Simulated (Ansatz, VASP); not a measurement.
KI in VASP and in Ansatz

```
K I
1.0
     4.71174    0.00000    0.00000
    -2.35587    4.08048    0.00000
     0.00000    0.00000    7.75229
K I
2 2
Cartesian
  0.0000 2.7203 0.0000
  2.3559 1.3602 3.8761
  0.0000 2.7203 2.8926
  2.3559 1.3602 6.7688
```

Alike in both runs: task relaxation of cell and atoms; functional PBE; k mesh 6 × 6 × 2; occupations gaussian, width 0.1 eV; no spin polarisation.

```csv
,VASP,Ansatz
version,VASP 6.6.1,Ansatz 0.2.0
potentials or method,"VASP PAW PBE potentials, release 64 (K_sv, I), cutoff 600 eV","scalar-relativistic, plane waves, PAW"
valence electrons in the cell,32,52
```

|  | VASP | Ansatz | Ansatz less VASP |
| --- | --- | --- | --- |
| gap on the k mesh at the Fermi level, each at its own relaxed structure (eV) | 3.91 | 3.89 | -0.019 |
| relaxed volume (Å³/atom) | 63.54 | 63.43 | -0.105 |
| relaxed length of the cell vector where the two differ most in proportion (Å) | 9.250 | 9.025 | -0.2247 |

VASP's potentials hold 32 valence electrons a cell and Ansatz's 52, so a difference there can come from the potentials and not from the codes.

Spin-orbit coupling is off throughout. Noted on VASP's run: the volume moved by over 15 % at a fixed basis, so the end points are rough.
